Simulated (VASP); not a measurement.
# Al16H in VASP: relaxation of the atoms with PBE

Aim: the relaxation of the atoms of Al16H with PBE.

Everything below comes from runs of VASP 6.6.1. Logs are shortened: lines on timing, memory, paths and dates and some standing lists are left out, and cuts for length are marked.

## Step 1: The cell of the first run

The cell holds a slab with vacuum, 17 atoms: a = 8.100 Å, b = 5.728 Å, c = 16.296 Å, α = 90.00°, β = 90.00°, γ = 90.00°.

## Step 2: Relaxation of the atoms, PBE

INCAR reads:

```
PREC = Accurate
ENCUT = 520
EDIFF = 1E-6
ISMEAR = -1
SIGMA = 0.1
LREAL = Auto
LASPH = True
NELM = 100
ALGO = Normal
ISIF = 2
LWAVE = False
LCHARG = False
GGA = PE
IBRION = 2
NSW = 80
EDIFFG = -0.03
```

KPOINTS reads:

```
regular mesh
0
Gamma
  2 3 1
```

POSCAR reads:

```
Al16H
1.0
    8.1000000000      0.0000000000      0.0000000000
    0.0000000000      5.7275650000      0.0000000000
    0.0000000000      0.0000000000     16.2956740000
Al H
16 1
Selective dynamics
Direct
    0.2500000000      0.2500000000      0.0613660000  F F F
    0.7500000000      0.2500000000      0.0613660000  F F F
    0.2500000000      0.7500000000      0.0613660000  F F F
    0.7500000000      0.7500000000      0.0613660000  F F F
    0.0000000000      0.0000000000      0.1492354000  T T T
    0.5000000000      0.0000000000      0.1492354000  T T T
    0.0000000000      0.5000000000      0.1492354000  T T T
    0.5000000000      0.5000000000      0.1492354000  T T T
    0.2500000000      0.2500000000      0.2371048000  T T T
    0.7500000000      0.2500000000      0.2371048000  T T T
    0.2500000000      0.7500000000      0.2371048000  T T T
    0.7500000000      0.7500000000      0.2371048000  T T T
    0.0000000000      0.0000000000      0.3249742000  T T T
    0.5000000000      0.0000000000      0.3249742000  T T T
    0.0000000000      0.5000000000      0.3249742000  T T T
    0.5000000000      0.5000000000      0.3249742000  T T T
    0.2406451000      0.2493872000      0.3317245000  T T T
```

Potentials or basis: VASP PAW PBE potentials, release 64 (Al, H).

Launch:

```console
$ cat potpaw_PBE.64/Al/POTCAR potpaw_PBE.64/H/POTCAR > POTCAR
$ mpirun -np 1 vasp_std > vasp.out
```

OUTCAR:

```text
PREC = Accurate
   ENCUT = 520
   EDIFF = 1E-6
   ISMEAR = -1
   LREAL = Auto
   LASPH = True
   NELM = 100
   ISIF = 2
   GGA = PE
   IBRION = 2
   NSW = 80
   EDIFFG = -0.03

 ion  position               nearest neighbor table
   1  0.250  0.250  0.061-   9 2.86   6 2.86   7 2.86   8 2.86   5 2.86   3 2.86   3 2.86
   2  0.750  0.250  0.061-  10 2.86   6 2.86   7 2.86   8 2.86   5 2.86   4 2.86   4 2.86
   3  0.250  0.750  0.061-  11 2.86   6 2.86   7 2.86   8 2.86   5 2.86   1 2.86   1 2.86
   4  0.750  0.750  0.061-  12 2.86   6 2.86   7 2.86   8 2.86   5 2.86   2 2.86   2 2.86
   5  0.000  0.000  0.149-  13 2.86  10 2.86  11 2.86  12 2.86   9 2.86   2 2.86   3 2.86   4 2.86
                             1 2.86   7 2.86   7 2.86
   6  0.500  0.000  0.149-  14 2.86  10 2.86  11 2.86  12 2.86   9 2.86   2 2.86   3 2.86   4 2.86
                             1 2.86   8 2.86   8 2.86
   7  0.000  0.500  0.149-  15 2.86  10 2.86  11 2.86  12 2.86   9 2.86   2 2.86   3 2.86   4 2.86
                             1 2.86   5 2.86   5 2.86
   8  0.500  0.500  0.149-  16 2.86  10 2.86  11 2.86  12 2.86   9 2.86   2 2.86   3 2.86   4 2.86
                             1 2.86   6 2.86   6 2.86
   9  0.250  0.250  0.237-  17 1.54   1 2.86   6 2.86   7 2.86   8 2.86   5 2.86  14 2.86  15 2.86
                            16 2.86  13 2.86  11 2.86  11 2.86
  10  0.750  0.250  0.237-   2 2.86   5 2.86   6 2.86   7 2.86   8 2.86  13 2.86  14 2.86  15 2.86
                            16 2.86  12 2.86  12 2.86
  11  0.250  0.750  0.237-   3 2.86   5 2.86   6 2.86   7 2.86   8 2.86  13 2.86  14 2.86  15 2.86
                            16 2.86   9 2.86   9 2.86
  12  0.750  0.750  0.237-   4 2.86   5 2.86   6 2.86   7 2.86   8 2.86  13 2.86  14 2.86  15 2.86
                            16 2.86  10 2.86  10 2.86
  13  0.000  0.000  0.325-   5 2.86   9 2.86  10 2.86  11 2.86  12 2.86  15 2.86  15 2.86
  14  0.500  0.000  0.325-   6 2.86   9 2.86  10 2.86  11 2.86  12 2.86  16 2.86  16 2.86
  15  0.000  0.500  0.325-   7 2.86   9 2.86  10 2.86  11 2.86  12 2.86  13 2.86  13 2.86
  16  0.500  0.500  0.325-   8 2.86   9 2.86  10 2.86  11 2.86  12 2.86  14 2.86  14 2.86
  17  0.241  0.249  0.332-   9 1.54

  LATTYP: Found a simple orthorhombic cell.
 ALAT       =     5.7275650000
 B/A-ratio  =     1.4142135445
 C/A-ratio  =     2.8451312207

  Lattice vectors:

 A1 = (   0.0000000000,  -5.7275650000,   0.0000000000)
 A2 = (   8.1000000000,   0.0000000000,   0.0000000000)
 A3 = (   0.0000000000,   0.0000000000,  16.2956740000)

Analysis of symmetry for initial positions (statically):
=====================================================================
 Subroutine PRICEL returns:
 Original cell was already a primitive cell.

 Routine SETGRP: Setting up the symmetry group for a
 simple orthorhombic supercell.

 Subroutine GETGRP returns: Found  1 space group operations
 (whereof  1 operations were pure point group operations)
 out of a pool of  8 trial point group operations.

The static configuration has the point symmetry C_1 .

Analysis of symmetry for dynamics (positions and initial velocities):
=====================================================================
 Subroutine PRICEL returns:
 Original cell was already a primitive cell.

 Routine SETGRP: Setting up the symmetry group for a
 simple orthorhombic supercell.

 Subroutine GETGRP returns: Found  1 space group operations
 (whereof  1 operations were pure point group operations)
 out of a pool of  8 trial point group operations.

The dynamic configuration has the point symmetry C_1 .

Analysis of constrained symmetry for selective dynamics:
=====================================================================
 Subroutine PRICEL returns:
 Original cell was already a primitive cell.

 Routine SETGRP: Setting up the symmetry group for a
 simple orthorhombic supercell.

 Subroutine GETGRP returns: Found  1 space group operations
 (whereof  1 operations were pure point group operations)
 out of a pool of  8 trial point group operations.

The constrained configuration has the point symmetry C_1 .

 Subroutine INISYM returns: Found  1 space group operations
 (whereof  1 operations are pure point group operations),
 and found     1 'primitive' translations

----------------------------------------------------------------------------------------

                                     Primitive cell

  volume of cell :     756.0097

  direct lattice vectors                    reciprocal lattice vectors
[... 31 lines left out ...]
                 4           4
                 5           5
                 6           6
[... 9 lines left out ...]
                16          16
                17          17

----------------------------------------------------------------------------------------

 KPOINTS: regular mesh

Automatic generation of k-mesh.
 Grid dimensions read from file:
 generate k-points for:    2    3    1

 Generating k-lattice:

  Cartesian coordinates                     Fractional coordinates (reciprocal lattice)
     0.061728395  0.000000000  0.000000000     0.500000000  0.000000000  0.000000000
     0.000000000  0.058198088  0.000000000     0.000000000  0.333333333  0.000000000
     0.000000000  0.000000000  0.061365980     0.000000000  0.000000000  1.000000000

  Length of vectors
     0.061728395  0.058198088  0.061365980

  Shift w.r.t. Gamma in fractional coordinates (k-lattice)
     0.000000000  0.000000000  0.000000000

 Subroutine IBZKPT returns following result:
 ===========================================

 Found      4 irreducible k-points:

 Following reciprocal coordinates:
            Coordinates               Weight
  0.000000  0.000000  0.000000      1.000000
  0.500000  0.000000  0.000000      1.000000
  0.000000  0.333333  0.000000      2.000000
  0.500000  0.333333  0.000000      2.000000
   k-points           NKPTS =      4   k-points in BZ     NKDIM =      4   number of bands    NBANDS=     33
   number of dos      NEDOS =    301   number of ions     NIONS =     17
   total plane-waves  NPLWV = 362880
   dimension x,y,z NGX =    60 NGY =   48 NGZ =  126
   dimension x,y,z NGXF=   120 NGYF=   96 NGZF=  252
   ions per type =              16   1
   NGX,Y,Z   is equivalent  to a cutoff of  12.31, 13.93, 12.85 a.u.
   NGXF,Y,Z  is equivalent  to a cutoff of  24.63, 27.86, 25.71 a.u.
 SYSTEM =  unknown system
   PREC   = accura    normal or accurate (medium, high low for compatibility)
   ISTART =      0    job   : 0-new  1-cont  2-samecut
   ICHARG =      2    charge: 1-file 2-atom 10-const
   ISPIN  =      1    spin polarized calculation?
   LNONCOLLINEAR =      F non collinear calculations
   LSORBIT =      F    spin-orbit coupling
   LASPH  =      T    aspherical Exc in radial PAW
   ENCUT  =  520.0 eV  38.22 Ry    6.18 a.u.  15.06 10.65 30.30*2*pi/ulx,y,z
   NELM   =    100;   NELMIN=  2; NELMDL= -5     # of ELM steps
   EDIFF  = 0.1E-05   stopping-criterion for ELM
   LREAL  =      T    real-space projection
   EDIFFG = -.3E-01   stopping-criterion for IOM
   NSW    =     80    number of steps for IOM
   IBRION =      2    ionic relax: 0-MD 1-quasi-New 2-CG
   NFREE  =      1    steps in history (QN), initial steepest desc. (CG)
   ISIF   =      2    stress and relaxation
   ISYM   =      2    0-nonsym 1-usesym 2-fastsym
   POTIM  = 0.5000    time-step for ionic-motion
   TEBEG  =    0.0;   TEEND  =   0.0 temperature during run
   PSTRESS=    0.0 pullay stress
   NELECT =      49.0000    total number of electrons
   NUPDOWN=      -1.0000    fix difference up-down
   EMIN   =  10.00;   EMAX   =-10.00  energy-range for DOS
   EFERMI =   0.00;   METHOD = LEGACY
   ISMEAR =    -1;   SIGMA  =   0.10  broadening in eV -4-tet -1-fermi 0-gaus
   EFERMI_NEDOS =   21; number of points for ismear=-14 and -15
   IALGO  =     38    algorithm
   IMIX   =      4    mixing-type and parameters
     AMIX     =   0.40;   BMIX     =  1.00
     AMIX_MAG =   1.60;   BMIX_MAG =  1.00
  volume/ion in A,a.u.               =      44.47       300.11
  Fermi-wavevector in a.u.,A,eV,Ry     =   0.657604  1.242691  5.883743  0.432443
  Thomas-Fermi vector in A             =   1.729164
   LORBIT       =      0    0 simple, 1 ext, 2 COOP (PROOUT), +10 PAW based schemes
   GGA     = PE    functional components
   LHFCALC =     F    Hartree Fock is set to
   AEXX    =    0.0000 exact exchange contribution
   IVDW    =     0    specifies the selected vdW correction
   LEPSILON=     F    determine dielectric tensor
   LRPA    =     F    only Hartree local field effects (RPA)
 conjugate gradient relaxation of ions
 non-spin polarized calculation
  energy-cutoff  :      520.00
  volume of cell :      756.01
 maximum number of plane-waves:     20376
   NGX = 31   NGY = 21   NGZ = 61

--------------------------------------- Ionic step        1  -------------------------------------------

 number of electron      48.9999999 magnetization

 Free energy of the ion-electron system (eV)
  ---------------------------------------------------
  ext. energy  EPLUGINS =         0.00000000
  ---------------------------------------------------
  free energy    TOTEN  =       -56.90288342 eV

  energy without entropy =      -56.59621213  energy(sigma->0) =      -56.74954778

------------------------ aborting loop because EDIFF is reached ----------------------------------------

  FORCE on cell =-STRESS in cart. coord.  units (eV):
  Direction    XX          YY          ZZ          XY          YZ          ZX
  --------------------------------------------------------------------------------------
  -------------------------------------------------------------------------------------
  Total       -1.4787781    -11.5277770     -4.6515245     -0.0007588     -0.0051725     -0.2368479
  in kB       -3.1339079    -24.4302987     -9.8577664     -0.0016081     -0.0109618     -0.5019410
  external PRESSURE =     -12.4739910 kB  Pullay stress =       0.0000000 kB
[... 134 lines left out ...]
  FREE ENERGIE OF THE ION-ELECTRON SYSTEM (eV)
  ---------------------------------------------------
  free  energy   TOTEN  =       -57.1019013395 eV

  energy  without entropy=      -56.8165345114  energy(sigma->0) =      -56.95921793

[... ionic steps 4 to 35 ...]

--------------------------------------- Ionic step       36  -------------------------------------------

 number of electron      48.9999999 magnetization

------------------------ aborting loop because EDIFF is reached ----------------------------------------
[... 97 lines left out ...]
--------------------------------------- Ionic step       38  -------------------------------------------

 number of electron      49.0000000 magnetization

 Free energy of the ion-electron system (eV)
  ---------------------------------------------------
  ext. energy  EPLUGINS =         0.00000000
  ---------------------------------------------------
  free energy    TOTEN  =       -57.79474754 eV

  energy without entropy =      -57.52623143  energy(sigma->0) =      -57.66048949

 E-fermi :   0.1258     XC(G=0):  -4.7468

 val. band max:        0.1230690470   @ k =   0.0000   0.3333   0.0000
 cond. band min:       0.1500903336   @ k =   0.5000   0.0000   0.0000
 fundamental gap:      0.0270212866
 Fermi energy:         0.1258126071

 k-point     1 :       0.0000    0.0000    0.0000
  band No.  band energies     occupation
      1     -10.1346      2.00000
      2      -8.1044      2.00000
      3      -7.8954      2.00000
      4      -7.7053      2.00000
      5      -6.0953      2.00000
      6      -5.7011      2.00000
[... 177 lines left out ...]
  FREE ENERGIE OF THE ION-ELECTRON SYSTEM (eV)
  ---------------------------------------------------
  free  energy   TOTEN  =       -57.7947475427 eV

  energy  without entropy=      -57.5262314278  energy(sigma->0) =      -57.66048949

 reached required accuracy - stopping structural energy minimisation
```

Run time: 84 min. Hardware: 1 thread of Intel Xeon Platinum 8175M at 2.50GHz (Skylake/Cascade Lake), shared host; peak memory 0.82 GiB.

What came out:

```
Free energy               : -57.7947 eV
Energy gained by relaxing : 52.5 meV/atom
Ionic steps               : 38
Band gap on the k mesh    : zero (an odd number of electrons rules out a gap without spin polarisation)
```

The path:
```
step  energy change (eV)  largest force on free atoms (eV/Å)  pressure (GPa)
   1              0.0000                              2.1360           -1.25
   2             -0.1962                              0.3620           -1.37
   3             -0.1990                              0.3518           -1.38
   4             -0.2259                              0.3075           -1.32
   5             -0.2807                              0.2178           -1.13
   6             -0.2377                              0.5080           -0.62
   7             -0.2916                              0.2249           -1.00
   8             -0.3158                              0.1882           -0.96
   9             -0.3407                              0.5764           -0.84
  10             -0.3546                              0.4889           -0.83
  11             -0.3876                              0.3358           -0.78
  12             -0.4136                              0.4633           -0.66
  13             -0.4385                              0.4936           -0.60
  14             -0.4843                              0.5088           -0.37
  15             -0.4861                              0.4806           -0.28
  16             -0.5323                              0.3762           -0.17
  17             -0.5536                              0.2658           -0.04
  18             -0.5940                              0.2197           -0.07
  19             -0.6093                              0.2454           -0.08
  20             -0.6408                              0.2010           -0.15
  21             -0.6636                              0.2976           -0.27
  22             -0.6863                              0.2029           -0.36
  23             -0.6912                              0.2213           -0.42
  24             -0.7078                              0.1621           -0.49
  25             -0.7183                              0.1934           -0.63
  26             -0.7317                              0.2173           -0.66
  27             -0.7558                              0.3555           -0.75
  28             -0.7825                              0.3039           -0.73
  29             -0.8133                              0.2312           -0.68
  30             -0.8354                              0.2042           -0.65
  31             -0.8450                              0.2433           -0.62
  32             -0.8607                              0.1472           -0.60
  33             -0.8668                              0.2161           -0.57
  34             -0.8786                              0.0986           -0.54
  35             -0.8802                              0.1277           -0.52
  36             -0.8876                              0.0598           -0.48
  37             -0.8896                              0.0625           -0.45
  38             -0.8919                              0.0296           -0.42
```

Final structure:
```
CELL_PARAMETERS angstrom
8.10000 0.00000 0.00000
0.00000 5.72757 0.00000
0.00000 0.00000 16.29567
ATOMIC_POSITIONS crystal
Al 0.25000 0.25000 0.06137
Al 0.75000 0.25000 0.06137
Al 0.25000 0.75000 0.06137
Al 0.75000 0.75000 0.06137
Al 0.99948 0.99867 0.13907
Al 0.49942 0.00073 0.13976
Al 0.99951 0.50099 0.13902
Al 0.49940 0.49926 0.13971
Al 0.25039 0.24982 0.22663
Al 0.74532 0.25005 0.22702
Al 0.25136 0.74985 0.23012
Al 0.74387 0.74985 0.22999
Al 0.99762 0.99279 0.30468
Al 0.49762 0.00322 0.30828
Al 0.99755 0.50775 0.30467
Al 0.49737 0.49664 0.30828
H 0.99683 0.25067 0.37012
```

Levels at points of the mesh, in eV from the Fermi level:
```tsv
k point	band 20	band 21	band 22	band 23	band 24	band 25	band 26	band 27	band 28	band 29
(0.00, 0.00, 0.00)	-1.55	-1.28	-0.72	-0.69	-0.61	-0.16	0.04	0.21	0.91	1.59
(0.50, 0.00, 0.00)	-0.97	-0.94	-0.93	-0.92	-0.86	0.02	0.32	0.50	0.51	1.50
```

Caveat: the k points lie up to 0.39 Å⁻¹ apart, too coarse for converged energies and pressures of a metal; there is no dipole correction, which matters where the two faces differ.

The gap in the log of VASP goes by the Fermi energy; the results here count the filled bands.